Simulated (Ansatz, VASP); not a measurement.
# SnSbS2: VASP beside Ansatz

```
CELL_PARAMETERS angstrom
1.90497 1.09984 7.61029
-1.90497 1.09984 7.61029
0.00000 -2.19967 7.61029
ATOMIC_POSITIONS crystal
Sn 0.00000 0.00000 0.00000
Sb 0.50000 0.50000 0.50000
S 0.75399 0.75399 0.75399
S 0.24601 0.24601 0.24601
```

Change from the starting cell: species swapped into the RbGdSe2 type (R-3m, No. 166).

Alike in both runs: functional PBE; k mesh 12 × 12 × 12; occupations gaussian, width 0.1 eV; no spin polarisation.

Ansatz relaxed the structure, and its values are those at the end. VASP's run is a single point on that final structure, the one shown.

|  | VASP | Ansatz |
| --- | --- | --- |
| version | VASP 6.6.1 | Ansatz 0.2.0 |
| potentials or method | VASP PAW PBE potentials, release 64 (Sn_d, Sb, S), cutoff 520 eV | scalar-relativistic, plane waves, PAW |
| valence electrons in the cell | 31 | 41 |

VASP gave:

```
gap on the k mesh at the Fermi level (eV) : none
pressure (GPa)                            : -0.1
rms of the force components (eV/Å)        : 0.007
```

Task: Which values does Ansatz return?

Result: gap on the k mesh at the Fermi level (eV): none; pressure (GPa): 0.0; rms of the force components (eV/Å): 0.000.

A gap of «none» marks a metal or a gap that the smearing closes. VASP's potentials hold 31 valence electrons a cell and Ansatz's 41, so a difference there can come from the potentials and not from the codes.

Neither program's run includes spin-orbit coupling.
